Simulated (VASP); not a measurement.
# Hg (R-3m) in VASP: a series of runs

Hg is run at these levels: LDA; tasks: single point.

Everything below comes from runs of VASP 6.6.1. Logs are shortened: lines on timing, memory, paths and dates and some standing lists are left out, and cuts for length are marked.

### 1 The cell of the first run

Symmetry: R-3m, No. 166, trigonal system. Conventional cell: a = 3.493 Å, b = 3.493 Å, c = 6.444 Å, α = 90.00°, β = 90.00°, γ = 120.00°. Hg (site symmetry -3m) has 12 Hg at 2.95 to 3.49 Å within 3.9 Å.

### 2 Single point, LDA

INCAR reads:

```
SYSTEM = Hg
ALGO = Normal
EDIFF = 1E-6
ENCUT = 500
GGA_COMPAT = .False.
ISIF = 2
ISMEAR = -1
LASPH = .True.
LCHARG = .False.
LREAL = .False.
LWAVE = .False.
NBANDS = 16
NELM = 120
PREC = Accurate
SIGMA = 0.2
```

KPOINTS reads:

```
k-points
0
Gamma
  11 11 11
  0 0 0
```

POSCAR reads:

```
Hg
1.0
    1.7463233735      1.0082402698      2.1478810803
   -1.7463233735      1.0082402698      2.1478810803
    0.0000000000     -2.0164805396      2.1478810803
Hg
1
Direct
    0.0000000000      1.0000000000      0.0000000000
```

Potentials or basis: VASP PAW LDA potentials, release 64 (Hg_sv_GW).

Command:

```sh
$ cat potpaw_LDA.64/Hg_sv_GW/POTCAR > POTCAR
$ mpirun -np 1 vasp_std > vasp.out
```

OUTCAR:

```text
SYSTEM = Hg
   EDIFF = 1E-6
   ENCUT = 500
   ISIF = 2
   ISMEAR = -1
   LASPH = .True.
   LREAL = .False.
   NELM = 120
   PREC = Accurate

 ion  position               nearest neighbor table
   1  0.000  0.000  0.000-

  LATTYP: Found a trigonal (rhomboedric) cell.
 ALAT       =     2.9461138643
 COS(alpha) =     0.2972833017

  Lattice vectors:

 A1 = (   1.7463233735,   1.0082402698,   2.1478810803)
 A2 = (  -1.7463233735,   1.0082402698,   2.1478810803)
 A3 = (   0.0000000000,  -2.0164805396,   2.1478810803)

Analysis of symmetry for initial positions (statically):
=====================================================================
 Subroutine PRICEL returns:
 Original cell was already a primitive cell.

 Routine SETGRP: Setting up the symmetry group for a
 trigonal (rhombohedral) supercell.

 Subroutine GETGRP returns: Found 12 space group operations
 (whereof 12 operations were pure point group operations)
 out of a pool of 12 trial point group operations.

The static configuration has the point symmetry D_3d.

Analysis of symmetry for dynamics (positions and initial velocities):
=====================================================================
 Subroutine PRICEL returns:
 Original cell was already a primitive cell.

 Routine SETGRP: Setting up the symmetry group for a
 trigonal (rhombohedral) supercell.

 Subroutine GETGRP returns: Found 12 space group operations
 (whereof 12 operations were pure point group operations)
 out of a pool of 12 trial point group operations.

The dynamic configuration has the point symmetry D_3d.

 Subroutine INISYM returns: Found 12 space group operations
 (whereof 12 operations are pure point group operations),
 and found     1 'primitive' translations

----------------------------------------------------------------------------------------

                                     Primitive cell

  volume of cell :      22.6908

  direct lattice vectors                    reciprocal lattice vectors
     1.746323374  1.008240270  2.147881080     0.286315815  0.165304513  0.155191708
    -1.746323374  1.008240270  2.147881080    -0.286315815  0.165304513  0.155191708
     0.000000000 -2.016480540  2.147881080     0.000000000 -0.330609026  0.155191708

  length of vectors
     2.946113864  2.946113864  2.946113864     0.365221569  0.365221569  0.365221569

  position of ions in fractional coordinates (direct lattice)
     0.000000000  0.000000000  0.000000000

  ion indices of the primitive-cell ions
   primitive index   ion index
                 1           1

----------------------------------------------------------------------------------------

 KPOINTS: k-points

Automatic generation of k-mesh.
 Grid dimensions read from file:
 generate k-points for:   11   11   11

 Generating k-lattice:

  Cartesian coordinates                     Fractional coordinates (reciprocal lattice)
     0.026028710  0.015027683  0.014108337     0.090909091  0.000000000  0.000000000
    -0.026028710  0.015027683  0.014108337     0.000000000  0.090909091  0.000000000
     0.000000000 -0.030055366  0.014108337     0.000000000  0.000000000  0.090909091

  Length of vectors
     0.033201961  0.033201961  0.033201961

  Shift w.r.t. Gamma in fractional coordinates (k-lattice)
     0.000000000  0.000000000  0.000000000

 Subroutine IBZKPT returns following result:
 ===========================================

 Found    146 irreducible k-points:

 Following reciprocal coordinates:
            Coordinates               Weight
  0.000000  0.000000  0.000000      1.000000
  0.090909  0.000000 -0.000000      6.000000
  0.181818 -0.000000 -0.000000      6.000000
  0.272727  0.000000 -0.000000      6.000000
  0.363636 -0.000000 -0.000000      6.000000
  0.454545  0.000000 -0.000000      6.000000
[... 16 lines left out ...]
 -0.272727  0.181818  0.000000     12.000000
 -0.181818  0.181818  0.000000      6.000000
 [... further k-points ...]
   k-points           NKPTS =    146   k-points in BZ     NKDIM =    146   number of bands    NBANDS=     16
   number of dos      NEDOS =    301   number of ions     NIONS =      1
   total plane-waves  NPLWV =  13824
   dimension x,y,z NGX =    24 NGY =   24 NGZ =   24
   dimension x,y,z NGXF=    48 NGYF=   48 NGZF=   48
   ions per type =               1
   NGX,Y,Z   is equivalent  to a cutoff of  13.54, 13.54, 13.54 a.u.
   NGXF,Y,Z  is equivalent  to a cutoff of  27.09, 27.09, 27.09 a.u.
 SYSTEM =  Hg
   PREC   = accura    normal or accurate (medium, high low for compatibility)
   ISTART =      0    job   : 0-new  1-cont  2-samecut
   ICHARG =      2    charge: 1-file 2-atom 10-const
   ISPIN  =      1    spin polarized calculation?
   LNONCOLLINEAR =      F non collinear calculations
   LSORBIT =      F    spin-orbit coupling
   LASPH  =      T    aspherical Exc in radial PAW
   ENCUT  =  500.0 eV  36.75 Ry    6.06 a.u.   5.37  5.37  5.37*2*pi/ulx,y,z
   NELM   =    120;   NELMIN=  2; NELMDL= -5     # of ELM steps
   EDIFF  = 0.1E-05   stopping-criterion for ELM
   LREAL  =      F    real-space projection
[... 7 lines left out ...]
   TEBEG  =    0.0;   TEEND  =   0.0 temperature during run
   PSTRESS=    0.0 pullay stress
   NELECT =      20.0000    total number of electrons
   NUPDOWN=      -1.0000    fix difference up-down
   EMIN   =  10.00;   EMAX   =-10.00  energy-range for DOS
   EFERMI =   0.00;   METHOD = LEGACY
   ISMEAR =    -1;   SIGMA  =   0.20  broadening in eV -4-tet -1-fermi 0-gaus
   EFERMI_NEDOS =   21; number of points for ismear=-14 and -15
   IALGO  =     38    algorithm
   IMIX   =      4    mixing-type and parameters
     AMIX     =   0.40;   BMIX     =  1.00
     AMIX_MAG =   1.60;   BMIX_MAG =  1.00
  volume/ion in A,a.u.               =      22.69       153.13
  Fermi-wavevector in a.u.,A,eV,Ry     =   1.569645  2.966199 33.521835  2.463785
  Thomas-Fermi vector in A             =   2.671497
   LORBIT       =      0    0 simple, 1 ext, 2 COOP (PROOUT), +10 PAW based schemes
   GGA     = CA    functional components
   LHFCALC =     F    Hartree Fock is set to
   AEXX    =    0.0000 exact exchange contribution
   IVDW    =     0    specifies the selected vdW correction
   LEPSILON=     F    determine dielectric tensor
   LRPA    =     F    only Hartree local field effects (RPA)
 non-spin polarized calculation
  energy-cutoff  :      500.00
  volume of cell :       22.69
 maximum number of plane-waves:       596
 NGX is ok and might be reduce to    24
   NGX = 11   NGY = 11   NGZ = 11

 number of electron      19.9999992 magnetization

 Free energy of the ion-electron system (eV)
  ---------------------------------------------------
  ext. energy  EPLUGINS =         0.00000000
  ---------------------------------------------------
  free energy    TOTEN  =        -0.99843894 eV

  energy without entropy =       -0.96117792  energy(sigma->0) =       -0.97980843

 E-fermi :   6.1857     XC(G=0): -11.9145

 val. band max:        6.0214266419   @ k =  -0.4545   0.1818   0.1818
 cond. band min:       6.2169291778   @ k =  -0.4545   0.2727   0.0000
 fundamental gap:      0.1955025359
 Fermi energy:         6.1856872599

 k-point     1 :       0.0000    0.0000    0.0000
  band No.  band energies     occupation
      1    -108.4552      2.00000
      2     -57.0423      2.00000
      3     -57.0349      2.00000
      4     -57.0349      2.00000
      5      -3.3908      2.00000
      6      -1.8533      2.00000
[... 8 lines left out ...]
     15      24.5600      0.00000
     16      24.5600      0.00000

 k-point     2 :       0.0909    0.0000   -0.0000
  band No.  band energies     occupation
      1    -108.4550      2.00000
      2     -57.0453      2.00000
      3     -57.0369      2.00000
      4     -57.0347      2.00000
      5      -3.2049      2.00000
      6      -1.8404      2.00000
[... 8 lines left out ...]
     15      24.2064      0.00000
     16      25.2096      0.00000

 k-point     3 :       0.1818   -0.0000   -0.0000
  band No.  band energies     occupation
      1    -108.4546      2.00000
      2     -57.0576      2.00000
      3     -57.0380      2.00000
      4     -57.0341      2.00000
      5      -2.7612      2.00000
      6      -1.8140      2.00000
[... 8 lines left out ...]
     15      23.8472      0.00000
     16      25.5118      0.00000

 k-point     4 :       0.2727    0.0000   -0.0000
  band No.  band energies     occupation
      1    -108.4541      2.00000
      2     -57.0757      2.00000
      3     -57.0376      2.00000
      4     -57.0333      2.00000
      5      -2.4320      2.00000
      6      -1.8017      2.00000
[... 8 lines left out ...]
     15      23.9397      0.00000
     16      24.8033      0.00000

 k-point     5 :       0.3636   -0.0000   -0.0000
  band No.  band energies     occupation
      1    -108.4536      2.00000
      2     -57.0922      2.00000
      3     -57.0375      2.00000
      4     -57.0330      2.00000
      5      -2.3423      2.00000
      6      -1.8158      2.00000
[... 8 lines left out ...]
     15      24.0047      0.00000
     16      24.1470      0.00000

 k-point     6 :       0.4545    0.0000   -0.0000
  band No.  band energies     occupation
      1    -108.4533      2.00000
      2     -57.1023      2.00000
      3     -57.0373      2.00000
      4     -57.0327      2.00000
      5      -2.3375      2.00000
      6      -1.8358      2.00000
[... 8 lines left out ...]
     15      23.9912      0.00000
     16      24.8814      0.00000
[... 267 lines left out ...]
 k-point    21 :      -0.4545    0.1818    0.0000
  band No.  band energies     occupation
      1    -108.4528      2.00000
      2     -57.1027      2.00000
      3     -57.0514      2.00000
      4     -57.0336      2.00000
      5      -2.0788      2.00000
      6      -1.5078      2.00000
[... 8 lines left out ...]
     15      24.0454      0.00000
     16      25.4482      0.00000

 k-point    22 :      -0.3636    0.1818    0.0000
  band No.  band energies     occupation
      1    -108.4530      2.00000
      2     -57.0934      2.00000
      3     -57.0526      2.00000
      4     -57.0339      2.00000
      5      -2.0386      2.00000
      6      -1.5173      2.00000
[... 8 lines left out ...]
     15      24.3466      0.00000
     16      25.4716      0.00000

 k-point    23 :      -0.2727    0.1818    0.0000
  band No.  band energies     occupation
      1    -108.4535      2.00000
      2     -57.0778      2.00000
      3     -57.0534      2.00000
      4     -57.0341      2.00000
      5      -2.0161      2.00000
      6      -1.4995      2.00000
[... 8 lines left out ...]
     15      23.0669      0.00000
     16      25.6351      0.00000

 k-point    24 :      -0.1818    0.1818    0.0000
  band No.  band energies     occupation
      1    -108.4540      2.00000
      2     -57.0629      2.00000
      3     -57.0509      2.00000
      4     -57.0344      2.00000
      5      -2.1192      2.00000
      6      -1.5410      2.00000
[... 8 lines left out ...]
     15      24.1153      0.00000
     16      25.6874      0.00000

 [... further k-points ...]
[... 5 lines left out ...]
  --------------------------------------------------------------------------------------
  -------------------------------------------------------------------------------------
  Total       -0.1648584     -0.1648584     -0.1723334      0.0000000      0.0000000      0.0000000
  in kB      -11.6404963    -11.6404963    -12.1683013      0.0000000      0.0000000      0.0000000
  external PRESSURE =     -11.8164313 kB  Pullay stress =       0.0000000 kB

 VOLUME and BASIS-vectors are now :
 -----------------------------------------------------------------------------
  energy-cutoff  :      500.00
  volume of cell :       22.69
      direct lattice vectors                 reciprocal lattice vectors
     1.746323374  1.008240270  2.147881080     0.286315815  0.165304513  0.155191708
    -1.746323374  1.008240270  2.147881080    -0.286315815  0.165304513  0.155191708
     0.000000000 -2.016480540  2.147881080     0.000000000 -0.330609026  0.155191708

 POSITION                                       TOTAL-FORCE (eV/Angst)
 -----------------------------------------------------------------------------------
      0.00000      0.00000      0.00000         0.000000     -0.000000      0.000000
 -----------------------------------------------------------------------------------
    total drift:                                0.000000     -0.000000      0.000000

  FREE ENERGIE OF THE ION-ELECTRON SYSTEM (eV)
  ---------------------------------------------------
  free  energy   TOTEN  =        -0.9984389374 eV

  energy  without entropy=       -0.9611779240  energy(sigma->0) =       -0.97980843
```

Run time: 37 s. Hardware: 1 thread of AMD EPYC 7R43 (Zen 3), shared host; peak memory 0.15 GiB.

What came out:

| Property | Result |
| --- | --- |
| Free energy | -0.9984 eV |
| Pressure | -1.2 GPa |
| Band gap on the k mesh | zero (bands 10 and 11 overlap by 2.74 eV) |

Caveat: spin-orbit coupling is left out, which moves the levels of the heavy elements.

### 3 Single point, LDA

INCAR reads:

```
  ALGO = Normal
  EDIFF = 1E-6
  ENCUT = 500
  GGA_COMPAT = False
  ISIF = 2
  ISMEAR = -1
  LASPH = True
  LCHARG = True
  LELF = True
  LREAL = False
  LVHAR = True
  LWAVE = False
  NBANDS = 16
  NELM = 120
  PREC = Accurate
  SIGMA = 0.1
```

KPOINTS reads:

```
k-points
0
Gamma
  17 17 17
```

POSCAR is that of step 2.

Potentials or basis: VASP PAW LDA potentials, release 64 (Hg_sv_GW).

Command:

```sh
$ cat potpaw_LDA.64/Hg_sv_GW/POTCAR > POTCAR
$ mpirun -np 1 vasp_std > vasp.out
```

Wall time 76 s (1 thread of Intel Xeon Platinum 8259CL at 2.50GHz (Skylake/Cascade Lake), shared host); peak memory 0.3 GiB.

Results (log left out):

```
Free energy            : -0.9815 eV
Pressure               : -1.2 GPa
Band gap on the k mesh : zero (bands 10 and 11 overlap by 3.38 eV)
```

Levels at points of the mesh, in eV from the Fermi level:
```
           k point  band 7  band 8  band 9  band 10  band 11  band 12  band 13  band 14
(0.00, 0.00, 0.00)   -8.03   -6.34   -6.23    -6.23    11.54    12.19    12.19    17.05
```

Caveat: spin-orbit coupling is left out, which moves the levels of the heavy elements.
